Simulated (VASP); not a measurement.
# Te (P6/mmm) in VASP: a series of runs

The runs below take Te through single point, with LDA.

Program: VASP 6.6.1. These are calculated values, not measurements. Logs are shortened: lines on timing, memory, paths and dates and some standing lists are left out, and cuts for length are marked.

## Step 1: The cell of the first run

The structure is hexagonal, space group P6/mmm (No. 191). Conventional cell: a = 4.276 Å, b = 4.276 Å, c = 2.566 Å, α = 90.00°, β = 90.00°, γ = 120.00°. Within 3.4 Å of Te (site symmetry 6/mmm) lie 14 Te at 2.57 to 2.78 Å. Te (site symmetry -6m2) has 11 Te at 2.47 to 2.78 Å within 3.3 Å.

## Step 2: Single point, LDA

INCAR reads:

```
PREC = Accurate
ENCUT = 520
EDIFF = 1E-6
ISMEAR = -1
SIGMA = 0.08
LREAL = False
LASPH = True
NELM = 100
ALGO = Normal
ISIF = 2
LWAVE = False
LCHARG = True
GGA = CA
LELF = True
LVHAR = True
NBANDS = 16
```

KPOINTS reads:

```
regular mesh
0
Gamma
  8 8 12
```

POSCAR reads:

```
Te
1.0
    4.2761829599      0.0000000000      0.0000000000
   -2.1380914799      3.7032830745      0.0000000000
    0.0000000000      0.0000000000      2.5657997033
Te
3
Direct
    0.0000000000      0.0000000000      0.0000000000
    0.3333333333      0.6666666667      0.5000000000
    0.6666666667      0.3333333333      0.5000000000
```

Potentials or basis: VASP PAW LDA potentials, release 64 (Te).

Started as:

```bash
> cat potpaw_LDA.64/Te/POTCAR > POTCAR
> mpirun -np 1 vasp_std > vasp.out
```

OUTCAR:

```text
PREC = Accurate
   ENCUT = 520
   EDIFF = 1E-6
   ISMEAR = -1
   LREAL = False
   LASPH = True
   NELM = 100
   ISIF = 2
   GGA = CA

 ion  position               nearest neighbor table
   1  0.000  0.000  0.000-   2 2.78   3 2.78   2 2.78   3 2.78   2 2.78   2 2.78   3 2.78   3 2.78
                             3 2.78   3 2.78   2 2.78   2 2.78
   2  0.333  0.667  0.500-   3 2.47   3 2.47   3 2.47   1 2.78   1 2.78   1 2.78   1 2.78   1 2.78
                             1 2.78   3 3.56   3 3.56   3 3.56   3 3.56   3 3.56   3 3.56
   3  0.667  0.333  0.500-   2 2.47   2 2.47   2 2.47   1 2.78   1 2.78   1 2.78   1 2.78   1 2.78
                             1 2.78   2 3.56   2 3.56   2 3.56   2 3.56   2 3.56   2 3.56

  LATTYP: Found a hexagonal cell.
 ALAT       =     4.2761829599
 C/A-ratio  =     0.6000210298

  Lattice vectors:

 A1 = (   4.2761829599,   0.0000000000,   0.0000000000)
 A2 = (  -2.1380914799,   3.7032830745,   0.0000000000)
 A3 = (   0.0000000000,   0.0000000000,   2.5657997033)

Analysis of symmetry for initial positions (statically):
=====================================================================
 Subroutine PRICEL returns:
 Original cell was already a primitive cell.

 Routine SETGRP: Setting up the symmetry group for a
 hexagonal supercell.

 Subroutine GETGRP returns: Found 24 space group operations
 (whereof 24 operations were pure point group operations)
 out of a pool of 24 trial point group operations.

The static configuration has the point symmetry D_6h.

Analysis of symmetry for dynamics (positions and initial velocities):
=====================================================================
 Subroutine PRICEL returns:
 Original cell was already a primitive cell.

 Routine SETGRP: Setting up the symmetry group for a
 hexagonal supercell.

 Subroutine GETGRP returns: Found 24 space group operations
 (whereof 24 operations were pure point group operations)
 out of a pool of 24 trial point group operations.

The dynamic configuration has the point symmetry D_6h.

 Subroutine INISYM returns: Found 24 space group operations
 (whereof 24 operations are pure point group operations),
 and found     1 'primitive' translations

----------------------------------------------------------------------------------------

                                     Primitive cell

  volume of cell :      40.6318

  direct lattice vectors                    reciprocal lattice vectors
     4.276182960  0.000000000  0.000000000     0.233853418  0.135015334  0.000000000
    -2.138091480  3.703283074  0.000000000     0.000000000  0.270030667  0.000000000
     0.000000000  0.000000000  2.565799703     0.000000000  0.000000000  0.389742036

  length of vectors
     4.276182960  4.276182960  2.565799703     0.270030667  0.270030667  0.389742036

  position of ions in fractional coordinates (direct lattice)
     0.000000000  0.000000000  0.000000000
     0.333333333  0.666666667  0.500000000
     0.666666667  0.333333333  0.500000000

  ion indices of the primitive-cell ions
   primitive index   ion index
                 1           1
                 2           2
                 3           3

----------------------------------------------------------------------------------------

 KPOINTS: regular mesh

Automatic generation of k-mesh.
 Grid dimensions read from file:
 generate k-points for:    8    8   12

 Generating k-lattice:

  Cartesian coordinates                     Fractional coordinates (reciprocal lattice)
     0.029231677  0.016876917  0.000000000     0.125000000 -0.000000000  0.000000000
     0.000000000  0.033753833  0.000000000     0.000000000  0.125000000  0.000000000
     0.000000000  0.000000000  0.032478503     0.000000000  0.000000000  0.083333333

  Length of vectors
     0.033753833  0.033753833  0.032478503

  Shift w.r.t. Gamma in fractional coordinates (k-lattice)
     0.000000000  0.000000000  0.000000000

 Subroutine IBZKPT returns following result:
 ===========================================

 Found     70 irreducible k-points:

 Following reciprocal coordinates:
            Coordinates               Weight
  0.000000  0.000000  0.000000      1.000000
  0.125000 -0.000000  0.000000      6.000000
  0.250000 -0.000000  0.000000      6.000000
  0.375000  0.000000  0.000000      6.000000
  0.500000 -0.000000  0.000000      3.000000
  0.125000  0.125000  0.000000      6.000000
[... 16 lines left out ...]
  0.250000 -0.000000  0.166667     12.000000
  0.375000  0.000000  0.166667     12.000000
 [... further k-points ...]
   k-points           NKPTS =     70   k-points in BZ     NKDIM =     70   number of bands    NBANDS=     16
   number of dos      NEDOS =    301   number of ions     NIONS =      3
   total plane-waves  NPLWV =  20480
   dimension x,y,z NGX =    32 NGY =   32 NGZ =   20
   dimension x,y,z NGXF=    64 NGYF=   64 NGZF=   40
   ions per type =               3
   NGX,Y,Z   is equivalent  to a cutoff of  12.44, 12.44, 12.96 a.u.
   NGXF,Y,Z  is equivalent  to a cutoff of  24.88, 24.88, 25.92 a.u.
 SYSTEM =  unknown system
   PREC   = accura    normal or accurate (medium, high low for compatibility)
   ISTART =      0    job   : 0-new  1-cont  2-samecut
   ICHARG =      2    charge: 1-file 2-atom 10-const
   ISPIN  =      1    spin polarized calculation?
   LNONCOLLINEAR =      F non collinear calculations
   LSORBIT =      F    spin-orbit coupling
   LASPH  =      T    aspherical Exc in radial PAW
   ENCUT  =  520.0 eV  38.22 Ry    6.18 a.u.   7.95  7.95  4.77*2*pi/ulx,y,z
   NELM   =    100;   NELMIN=  2; NELMDL= -5     # of ELM steps
   EDIFF  = 0.1E-05   stopping-criterion for ELM
   LREAL  =      F    real-space projection
   EDIFFG = 0.1E-04   stopping-criterion for IOM
   NSW    =      0    number of steps for IOM
   IBRION =     -1    ionic relax: 0-MD 1-quasi-New 2-CG
   NFREE  =      0    steps in history (QN), initial steepest desc. (CG)
   ISIF   =      2    stress and relaxation
   ISYM   =      2    0-nonsym 1-usesym 2-fastsym
   POTIM  = 0.5000    time-step for ionic-motion
   TEBEG  =    0.0;   TEEND  =   0.0 temperature during run
   PSTRESS=    0.0 pullay stress
   NELECT =      18.0000    total number of electrons
   NUPDOWN=      -1.0000    fix difference up-down
   EMIN   =  10.00;   EMAX   =-10.00  energy-range for DOS
   EFERMI =   0.00;   METHOD = LEGACY
   ISMEAR =    -1;   SIGMA  =   0.08  broadening in eV -4-tet -1-fermi 0-gaus
   EFERMI_NEDOS =   21; number of points for ismear=-14 and -15
   IALGO  =     38    algorithm
   IMIX   =      4    mixing-type and parameters
     AMIX     =   0.40;   BMIX     =  1.00
     AMIX_MAG =   1.60;   BMIX_MAG =  1.00
  volume/ion in A,a.u.               =      13.54        91.40
  Fermi-wavevector in a.u.,A,eV,Ry     =   1.247988  2.358355 21.190715  1.557474
  Thomas-Fermi vector in A             =   2.382095
   LORBIT       =      0    0 simple, 1 ext, 2 COOP (PROOUT), +10 PAW based schemes
   GGA     = CA    functional components
   LHFCALC =     F    Hartree Fock is set to
   AEXX    =    0.0000 exact exchange contribution
   IVDW    =     0    specifies the selected vdW correction
   LEPSILON=     F    determine dielectric tensor
   LRPA    =     F    only Hartree local field effects (RPA)
 non-spin polarized calculation
  energy-cutoff  :      520.00
  volume of cell :       40.63
 maximum number of plane-waves:      1119
 NGX is ok and might be reduce to    32
   NGX = 15   NGY = 15   NGZ =  9

 number of electron      18.0000000 magnetization

 Free energy of the ion-electron system (eV)
  ---------------------------------------------------
  ext. energy  EPLUGINS =         0.00000000
  ---------------------------------------------------
  free energy    TOTEN  =         4.41962394 eV

  energy without entropy =        4.44072718  energy(sigma->0) =        4.43017556

 E-fermi :  22.5905     XC(G=0): -13.7129

 val. band max:       22.5665912234   @ k =   0.1250  -0.0000   0.3333
 cond. band min:      22.6375084179   @ k =   0.1250   0.1250   0.0000
 fundamental gap:      0.0709171945
 Fermi energy:        22.5905347731

 k-point     1 :       0.0000    0.0000    0.0000
  band No.  band energies     occupation
      1      -0.6500      2.00000
      2      10.2940      2.00000
      3      10.3694      2.00000
      4      12.0354      2.00000
      5      12.0354      2.00000
      6      12.4122      2.00000
[... 8 lines left out ...]
     15      33.1609      0.00000
     16      33.1609      0.00000

 k-point     2 :       0.1250   -0.0000    0.0000
  band No.  band energies     occupation
      1      -0.4620      2.00000
      2       8.5737      2.00000
      3       9.5657      2.00000
      4      10.7970      2.00000
      5      12.7342      2.00000
      6      14.0006      2.00000
[... 8 lines left out ...]
     15      31.9785      0.00000
     16      32.3191      0.00000

 k-point     3 :       0.2500   -0.0000    0.0000
  band No.  band energies     occupation
      1       0.1033      2.00000
      2       6.1835      2.00000
      3       8.7787      2.00000
      4       9.7672      2.00000
      5      14.6313      2.00000
      6      16.0756      2.00000
[... 8 lines left out ...]
     15      31.3513      0.00000
     16      32.6901      0.00000

 k-point     4 :       0.3750    0.0000    0.0000
  band No.  band energies     occupation
      1       1.0486      2.00000
      2       4.0994      2.00000
      3       8.2962      2.00000
      4       9.1377      2.00000
      5      16.9899      2.00000
      6      18.4308      2.00000
[... 8 lines left out ...]
     15      30.7970      0.00000
     16      31.0994      0.00000
[... 324 lines left out ...]
 k-point    22 :       0.1250   -0.0000    0.1667
  band No.  band energies     occupation
      1       0.2305      2.00000
      2       9.2241      2.00000
      3      10.1697      2.00000
      4      11.4959      2.00000
      5      13.3565      2.00000
      6      14.6553      2.00000
[... 8 lines left out ...]
     15      30.6775      0.00000
     16      31.5073      0.00000

 k-point    23 :       0.2500   -0.0000    0.1667
  band No.  band energies     occupation
      1       0.7964      2.00000
      2       6.8607      2.00000
      3       9.3915      2.00000
      4      10.4879      2.00000
      5      15.1862      2.00000
      6      16.6839      2.00000
[... 8 lines left out ...]
     15      31.5225      0.00000
     16      32.7146      0.00000

 k-point    24 :       0.3750    0.0000    0.1667
  band No.  band energies     occupation
      1       1.7421      2.00000
      2       4.7876      2.00000
      3       8.9105      2.00000
      4       9.8703      2.00000
      5      17.3714      2.00000
      6      18.8007      2.00000
[... 8 lines left out ...]
     15      33.1188      0.00000
     16      33.2888      0.00000

 [... further k-points ...]

------------------------ aborting loop because EDIFF is reached ----------------------------------------

  FORCE on cell =-STRESS in cart. coord.  units (eV):
  Direction    XX          YY          ZZ          XY          YZ          ZX
  --------------------------------------------------------------------------------------
  -------------------------------------------------------------------------------------
  Total       57.0299819     57.0299819     57.0279555      0.0000000      0.0000000      0.0000000
  in kB     2248.7846961   2248.7846961   2248.7047902      0.0000000      0.0000000      0.0000000
  external PRESSURE =    2248.7580608 kB  Pullay stress =       0.0000000 kB

 VOLUME and BASIS-vectors are now :
 -----------------------------------------------------------------------------
  energy-cutoff  :      520.00
  volume of cell :       40.63
      direct lattice vectors                 reciprocal lattice vectors
     4.276182960  0.000000000  0.000000000     0.233853418  0.135015334  0.000000000
    -2.138091480  3.703283074  0.000000000     0.000000000  0.270030667  0.000000000
     0.000000000  0.000000000  2.565799703     0.000000000  0.000000000  0.389742036

 POSITION                                       TOTAL-FORCE (eV/Angst)
 -----------------------------------------------------------------------------------
      0.00000      0.00000      0.00000        -0.000000      0.000000      0.000000
     -0.00000      2.46886      1.28290        -0.000000      0.000000      0.000000
      2.13809      1.23443      1.28290         0.000000      0.000000      0.000000
 -----------------------------------------------------------------------------------
    total drift:                               -0.000000      0.000000      0.000000

  FREE ENERGIE OF THE ION-ELECTRON SYSTEM (eV)
  ---------------------------------------------------
  free  energy   TOTEN  =         4.4196239368 eV

  energy  without entropy=        4.4407271780  energy(sigma->0) =        4.43017556
```

Wall time 18 s (1 thread of Intel Xeon Platinum 8559C (Emerald Rapids), shared host); peak memory 0.16 GiB.

What came out:

| Quantity | Value |
| --- | --- |
| Free energy | 4.4196 eV |
| Pressure | 224.9 GPa |
| Band gap on the k mesh | zero (band 9 reaches 29.04 eV, above the bottom of band 10 at 17.99 eV) |

Levels at points of the mesh, in eV from the Fermi level:
| k point | band 5 | band 6 | band 7 | band 8 | band 9 | band 10 | band 11 | band 12 | band 13 | band 14 |
| --- | --- | --- | --- | --- | --- | --- | --- | --- | --- | --- |
| (0.00, 0.00, 0.00) | -10.56 | -10.18 | -10.18 | -0.63 | 4.52 | 8.87 | 8.87 | 9.47 | 9.70 | 9.86 |
| (0.50, 0.00, 0.00) | -3.00 | -2.70 | -1.61 | -1.53 | 0.92 | 2.72 | 2.87 | 5.60 | 6.01 | 6.80 |
| (0.00, 0.00, 0.50) | -6.85 | -6.77 | -5.71 | -5.57 | -4.60 | -4.60 | -3.19 | -3.19 | -0.55 | -0.55 |
| (0.50, 0.00, 0.50) | -8.64 | -8.59 | -8.32 | -5.67 | 0.87 | 1.50 | 2.23 | 4.19 | 4.47 | 4.86 |

Caveat: spin-orbit coupling is left out, which moves the levels of the heavy elements.

## Step 3: Single point, LDA

INCAR reads:

```
SYSTEM = Te
ALGO = Normal ; EDIFF = 1E-6
ENCUT = 520 ; ISIF = 2
ISMEAR = -1 ; LASPH = .TRUE.
LCHARG = .FALSE. ; LREAL = .FALSE.
LWAVE = .FALSE. ; NBANDS = 16
NELM = 100 ; PREC = Accurate
SIGMA = 0.08
```

KPOINTS reads:

```
k-points
0
G
  8 8 12
  0 0 0
```

Changes to POSCAR since step 2:

```diff
@@ -4,3 +4,3 @@
    -2.1380914799      3.7032830745      0.0000000000
-    0.0000000000      0.0000000000      2.5657997033
+    0.0000000000      0.0000000000      2.5657997032
 Te
```

Potentials or basis: VASP PAW LDA potentials, release 64 (Te).

Started as:

```bash
> cat potpaw_LDA.64/Te/POTCAR > POTCAR
> mpirun -np 1 vasp_std > vasp.out
```

OUTCAR:

```text
SYSTEM = Te
   EDIFF = 1E-6
   ENCUT = 520
   ISIF = 2
   ISMEAR = -1
   LASPH = .TRUE.
   LREAL = .FALSE.
   NELM = 100
   PREC = Accurate

 ion  position               nearest neighbor table
   1  0.000  0.000  0.000-   2 2.78   3 2.78   2 2.78   3 2.78   2 2.78   2 2.78   3 2.78   3 2.78
                             3 2.78   3 2.78   2 2.78   2 2.78
   2  0.333  0.667  0.500-   3 2.47   3 2.47   3 2.47   1 2.78   1 2.78   1 2.78   1 2.78   1 2.78
                             1 2.78   3 3.56   3 3.56   3 3.56   3 3.56   3 3.56   3 3.56
   3  0.667  0.333  0.500-   2 2.47   2 2.47   2 2.47   1 2.78   1 2.78   1 2.78   1 2.78   1 2.78
                             1 2.78   2 3.56   2 3.56   2 3.56   2 3.56   2 3.56   2 3.56

  LATTYP: Found a hexagonal cell.
 ALAT       =     4.2761829599
 C/A-ratio  =     0.6000210298

  Lattice vectors:

 A1 = (   4.2761829599,   0.0000000000,   0.0000000000)
 A2 = (  -2.1380914799,   3.7032830745,   0.0000000000)
 A3 = (   0.0000000000,   0.0000000000,   2.5657997032)

Analysis of symmetry for initial positions (statically):
=====================================================================
 Subroutine PRICEL returns:
 Original cell was already a primitive cell.

 Routine SETGRP: Setting up the symmetry group for a
 hexagonal supercell.

 Subroutine GETGRP returns: Found 24 space group operations
[... 173 lines left out ...]

 k-point     1 :       0.0000    0.0000    0.0000
  band No.  band energies     occupation
      1      -0.6500      2.00000
      2      10.2940      2.00000
      3      10.3694      2.00000
      4      12.0354      2.00000
      5      12.0354      2.00000
      6      12.4122      2.00000
[... 433 lines left out ...]
      3       8.9105      2.00000
      4       9.8703      2.00000
      5      17.3714      2.00000
      6      18.8007      2.00000
[... 8 lines left out ...]
     15      33.1188      0.00000
     16      33.2888      0.00000

 [... further k-points ...]

------------------------ aborting loop because EDIFF is reached ----------------------------------------

  FORCE on cell =-STRESS in cart. coord.  units (eV):
  Direction    XX          YY          ZZ          XY          YZ          ZX
  --------------------------------------------------------------------------------------
  -------------------------------------------------------------------------------------
  Total       57.0299820     57.0299820     57.0279556      0.0000000     -0.0000000      0.0000000
  in kB     2248.7846968   2248.7846968   2248.7047934      0.0000000     -0.0000000      0.0000000
  external PRESSURE =    2248.7580624 kB  Pullay stress =       0.0000000 kB

 VOLUME and BASIS-vectors are now :
 -----------------------------------------------------------------------------
  energy-cutoff  :      520.00
  volume of cell :       40.63
      direct lattice vectors                 reciprocal lattice vectors
     4.276182960  0.000000000  0.000000000     0.233853418  0.135015334  0.000000000
    -2.138091480  3.703283074  0.000000000     0.000000000  0.270030667  0.000000000
     0.000000000  0.000000000  2.565799703     0.000000000  0.000000000  0.389742036

 POSITION                                       TOTAL-FORCE (eV/Angst)
 -----------------------------------------------------------------------------------
      0.00000      0.00000      0.00000         0.000000      0.000000      0.000000
     -0.00000      2.46886      1.28290        -0.000000      0.000000      0.000000
      2.13809      1.23443      1.28290         0.000000      0.000000      0.000000
 -----------------------------------------------------------------------------------
    total drift:                               -0.000000      0.000000      0.000000

  FREE ENERGIE OF THE ION-ELECTRON SYSTEM (eV)
  ---------------------------------------------------
  free  energy   TOTEN  =         4.4196239404 eV

  energy  without entropy=        4.4407271816  energy(sigma->0) =        4.43017556
```

stdout:

```text
POSCAR found type information on POSCAR Te
 POSCAR found :  1 types and       3 ions
 scaLAPACK will be used
 LDA part: xc-table for (Slater(with rela. corr.)+CA(PZ))
 , standard interpolation
 POSCAR, INCAR and KPOINTS ok, starting setup
 FFT: planning ... GRIDC
 FFT: planning ... GRID_SOFT
 FFT: planning ... GRID
 WAVECAR not read
 entering main loop
```

It took 16 s on 1 thread of Intel Xeon Platinum 8559C (Emerald Rapids), shared host; peak memory 0.16 GiB.

What came out:

```
Free energy            : 4.4196 eV
Pressure               : 224.9 GPa
Band gap on the k mesh : zero (band 9 reaches 29.04 eV, above the bottom of band 10 at 17.99 eV)
```

Caveat: spin-orbit coupling is left out, which moves the levels of the heavy elements.
